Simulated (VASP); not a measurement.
Wanted: the native input for a VASP 6.6.1 run.

```yaml
Task: single point
Functional: LDA
Potentials_or_basis: VASP PAW LDA potentials, release 64 (Pb_d, S)
Cutoff: 520 eV
k_mesh: 8 × 8 × 8
Occupations: fermi-dirac, width 0.01 eV
Spin: no spin polarisation
Dipole_correction: no
Further_INCAR_settings: ALGO = Normal; EDIFF = 1e-06; NBANDS = 17
```

The structure of PbS lies in POSCAR:

```
PbS
1.0
    0.0000000000      2.9550835380      2.9550835380
    2.9550835380      0.0000000000      2.9550835380
    2.9550835380      2.9550835380      0.0000000000
Pb S
1 1
Direct
    0.0000000000      0.0000000000      0.0000000000
    0.5000000000      0.5000000000      0.5000000000
```

This cell differs from its parent crystal: volume scaled by 0.99.

The input as run:

INCAR

```
ALGO     = Normal         # electronic algorithm
EDIFF    = 1E-6           # SCF threshold, eV
ENCUT    = 520            # plane-wave cutoff, eV
GGA      = CA             # functional
ISIF     = 2              # what is computed and relaxed
ISMEAR   = -1             # smearing method
LASPH    = T              # aspherical terms in the spheres
LCHARG   = F              # write CHGCAR
LREAL    = F              # projectors in reciprocal space
LWAVE    = F              # write WAVECAR
NBANDS   = 17             # bands
NELM     = 60             # most SCF steps
PREC     = Accurate       # precision mode
SIGMA    = 0.01           # smearing width, eV
```

KPOINTS

```
k-points
0
Gamma
  8 8 8
```

Potentials or basis: VASP PAW LDA potentials, release 64 (Pb_d, S).

The run is started by

```bash
$ cat potpaw_LDA.64/Pb_d/POTCAR potpaw_LDA.64/S/POTCAR > POTCAR
$ mpirun -np 1 vasp_std > vasp.out
```

It gave:

* Pressure: -2.0 GPa
* Band gap on the k mesh: 0.17 eV, direct

Caveat: spin-orbit coupling is left out, which moves the levels of the heavy elements.

It took 16 s on 1 thread of Intel Xeon 6975P-C (shared host), peak memory 0.16 GiB.
